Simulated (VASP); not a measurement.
Here is a VASP 6.6.1 calculation.

INCAR

```
  PREC = Accurate
  ENCUT = 520
  EDIFF = 1E-7
  ISMEAR = 0
  SIGMA = 0.1
  LREAL = F
  LASPH = T
  NELM = 100
  ALGO = Normal
  ISIF = 2
  LWAVE = F
  LCHARG = T
  GGA = PE
  LELF = T
  LVHAR = T
  NBANDS = 40
```

The input KPOINTS:

```
Automatic mesh
0
Gamma
  10 10 4
```

File POSCAR:

```
GaBi2O3
1.0
    3.1817110192      0.0000000000      0.0000000000
    0.0000000000      3.1817110192      0.0000000000
    0.0000000000      0.0000000000     10.9777914993
Ga Bi O
1 2 3
Direct
    0.0000000000      0.0000000000      0.0000000000
    0.0000000000      0.0000000000      0.6897158568
    0.0000000000      0.0000000000      0.3102841432
    0.0000000000      0.5000000000      0.9046075158
    0.5000000000      0.0000000000      0.0953924842
    0.0000000000      0.0000000000      0.5000000000
```

Potentials or basis: VASP PAW PBE potentials, release 64 (Ga_d, Bi_d, O).

Launch:

```sh
$ cat potpaw_PBE.64/Ga_d/POTCAR potpaw_PBE.64/Bi_d/POTCAR potpaw_PBE.64/O/POTCAR > POTCAR
$ mpirun -np 1 vasp_std > vasp.out
```

Problem. What does it give for the band gap on the k mesh?

Solution. Zero (an odd number of electrons rules out a gap without spin polarisation).

Problem. Estimate the pressure.

Solution. 0.2 GPa.

Problem. Estimate the largest force.

Solution. 0.051 eV/Å.

Forces on the atoms (eV/Å):
```
Ga   0.000  0.000  0.000
Bi   0.000  0.000  0.046
Bi   0.000  0.000 -0.046
O    0.000  0.000 -0.051
O    0.000  0.000  0.051
O    0.000  0.000  0.000
```

Caveat: spin-orbit coupling is left out, which moves the levels of the heavy elements; an odd number of electrons without spin polarisation forces a metal; a magnetic or distorted state may lie lower.
